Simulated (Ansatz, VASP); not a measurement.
## Two plane-wave programs on C

```
CELL_PARAMETERS angstrom
-0.01264 1.78196 1.78196
1.78196 -0.01264 1.78196
1.78196 1.78196 -0.01264
ATOMIC_POSITIONS crystal
C 0.99991 0.99991 0.99991
C 0.25009 0.25009 0.25009
```

Change from the starting cell: strained cell.

Alike in both runs: functional PBEsol; k mesh 9 × 9 × 9; occupations gaussian, width 0.02 eV; no spin polarisation.

Ansatz relaxed the structure, and its values are those at the end. VASP's run is a single point on that final structure, the one shown.

|  | VASP | Ansatz |
| --- | --- | --- |
| version | VASP 6.6.1 | Ansatz 0.2.0 |
| potentials or method | VASP PAW PBE potentials, release 64 (C), cutoff 600 eV | scalar-relativistic, plane waves, PAW |
| valence electrons in the cell | 8 | 8 |

```csv
,VASP,Ansatz,Ansatz less VASP
gap on the k mesh at the Fermi level (eV),4.00,4.00,+0.005
least direct gap on the mesh (eV),5.40,5.40,0.000
pressure (GPa),-7.9,-8.3,-0.43
```

VASP's potentials were made for PBE, not for PBEsol, and Ansatz warns of the same on its side. Ansatz's warnings: stress scf threshold loose.
